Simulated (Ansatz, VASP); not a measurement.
## Se in VASP and in Ansatz

File INCAR:

```
SYSTEM = Se
PREC = Accurate ; ENCUT = 520
EDIFF = 1E-6 ; ISMEAR = -1
SIGMA = 0.05 ; LREAL = .False.
LASPH = .True. ; NELM = 80
ALGO = Normal ; ISIF = 2
LWAVE = .False. ; LCHARG = .True.
GGA = PE ; LELF = .True.
LVHAR = .True. ; NBANDS = 16
```

KPOINTS

```
regular mesh
0
Gamma
  6 6 5
  0 0 0
```

File POSCAR:

```
Se
1.0
    4.3662000000      0.0000000000      0.0000000000
   -2.1831000000      3.7812401180      0.0000000000
    0.0000000000      0.0000000000      4.9536000000
Se
3
Direct
    0.7746000000      0.7746000000      0.0000000000
    0.0000000000      0.2254000000      0.6666666667
    0.2254000000      0.0000000000      0.3333333333
```

The input input.yaml:

```yaml
crystal:
  lattice:
    - [4.3662, 0.0, 0.0]
    - [-2.1831, 3.781240118, 0.0]
    - [0.0, 0.0, 4.9536]
  atoms:
    - { symbol: Se, position: [0.7746, 0.7746, 0.0] }
    - { symbol: Se, position: [0.0, 0.2254, 0.6666666667] }
    - { symbol: Se, position: [0.2254, 0.0, 0.3333333333] }
hamiltonian:
  xc: pbe
  pseudopotentials: { kind: paw }
kpoints:
  mp_grid: { grid: [6, 6, 5] }
  band_path:
    path:
      - [[0.0, 0.0, 0.0], [0.5, 0.0, 0.0], [0.3333333333, 0.3333333333, 0.0], [0.0, 0.0, 0.0], [0.0, 0.0, 0.5], [0.5, 0.0, 0.5], [0.3333333333, 0.3333333333, 0.5], [0.0, 0.0, 0.5]]
      - [[0.5, 0.0, 0.5], [0.5, 0.0, 0.0]]
      - [[0.3333333333, 0.3333333333, 0.0], [0.3333333333, 0.3333333333, 0.5]]
    npoints: 14
scf:
  occupations: { method: fermi_dirac, width: 0.05 }
  n_extra_bands: 7
output:
  forces: true
  stress: true
  eigenvalues: true
  fatbands: false
```

Alike in both runs: functional PBE; k mesh 6 × 6 × 5; occupations fermi-dirac, width 0.05 eV; no spin polarisation.

```csv
,VASP,Ansatz
version,VASP 6.6.1,Ansatz 0.2.0
potentials or method,"VASP PAW PBE potentials, release 64 (Se)",Ansatz PAW
plane-wave cutoff (eV),520,420
valence electrons in the cell,18,48
task,single point,band structure
```

Ansatz gave:

```
gap on the k mesh at the Fermi level (eV)                     : 1.31
least direct gap on the mesh (eV)                             : 1.52
pressure (GPa)                                                : 2.8
traceless stress, the component that is largest in VASP (GPa) : 1.16
rms of the force components (eV/Å)                            : 0.231
```

Q: Estimate VASP's values.

A: gap on the k mesh at the Fermi level (eV): 1.31; least direct gap on the mesh (eV): 1.51; pressure (GPa): 2.9; traceless stress, the component that is largest in VASP (GPa): 1.21; rms of the force components (eV/Å): 0.250.

Atom by atom the forces differ by 0.019 eV/Å (rms over components). VASP's potentials hold 18 valence electrons a cell and Ansatz's 48, so a difference there can come from the potentials and not from the codes.

Noted on Ansatz's run: the k mesh misses the band edges, so the gap on the mesh is wider than the one along the path.
